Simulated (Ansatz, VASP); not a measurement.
## One calculation of AlN, two programs

The input INCAR:

```
SYSTEM = AlN
PREC     = Accurate       ! precision mode
ENCUT    = 520            ! plane-wave cutoff, eV
EDIFF    = 1E-6           ! SCF threshold, eV
ISMEAR   = 0              ! smearing method
SIGMA    = 0.05           ! smearing width, eV
LREAL    = .False.        ! projectors in reciprocal space
LASPH    = .True.         ! aspherical terms in the spheres
NELM     = 100            ! most SCF steps
ALGO     = Normal         ! electronic algorithm
ISIF     = 2              ! what is computed and relaxed
LWAVE    = .False.        ! write WAVECAR
LCHARG   = .True.         ! write CHGCAR
GGA      = PE             ! functional
LELF     = .True.         ! ELF
LVHAR    = .True.       
NBANDS   = 16             ! bands
```

KPOINTS

```
Automatic mesh
0
Gamma
  9 9 6
  0 0 0
```

The input POSCAR:

```
AlN
1.0
    3.3134793407      0.0000000000      0.0000000000
   -1.6567396703      2.8695572839      0.0000000000
    0.0000000000      0.0000000000      4.1875902417
Al N
2 2
Direct
    0.3345273419      0.6690546839      0.7881825525
    0.6678606753      0.3357213505      0.2881825525
    0.3310333270      0.6620666539      0.1764493462
    0.6643666603      0.3287333206      0.6764493462
```

Input for Ansatz:

```yaml
crystal:
  lattice:
    - [3.3134793407, 0.0, 0.0]
    - [-1.6567396703, 2.8695572839, 0.0]
    - [0.0, 0.0, 4.1875902417]
  atoms:
    - { symbol: Al, position: [0.3345273419, 0.6690546839, 0.7881825525] }
    - { symbol: Al, position: [0.6678606753, 0.3357213505, 0.2881825525] }
    - { symbol: "N", position: [0.331033327, 0.6620666539, 0.1764493462] }
    - { symbol: "N", position: [0.6643666603, 0.3287333206, 0.6764493462] }
basis:
  ecutwfc: 520.0
kpoints:
  mp_grid: { grid: [9, 9, 6] }
hamiltonian:
  xc: pbe
  pseudopotentials: { kind: paw, azcp: { folder: soft_1 } }
scf:
  occupations: { method: gaussian, width: 0.05 }
output:
  forces: true
  stress: true
  eigenvalues: true
```

Change from the starting cell: mode 4 frozen in at -0.308 Å and mode 10 at -0.013 Å (largest displacements).

Alike in both runs: task single point; functional PBE; k mesh 9 × 9 × 6; occupations gaussian, width 0.05 eV; no spin polarisation.

|  | VASP | Ansatz |
| --- | --- | --- |
| version | VASP 6.6.1 | Ansatz 0.2.0 |
| potentials or method | VASP PAW PBE potentials, release 64 (Al, N), cutoff 520 eV | scalar-relativistic, plane waves, PAW |
| valence electrons in the cell | 16 | 16 |

Ansatz gave:

- gap on the k mesh at the Fermi level (eV): 4.02
- least direct gap on the mesh (eV): 4.02
- pressure (GPa): 26.1
- traceless stress, the component that is largest in VASP (GPa): 73.05
- rms of the force components (eV/Å): 3.746

Task: What did VASP give for the same quantities?

Result: gap on the k mesh at the Fermi level (eV): 4.03; least direct gap on the mesh (eV): 4.03; pressure (GPa): 26.0; traceless stress, the component that is largest in VASP (GPa): 73.45; rms of the force components (eV/Å): 3.762.

Atom by atom the forces differ by 0.016 eV/Å (rms over components).
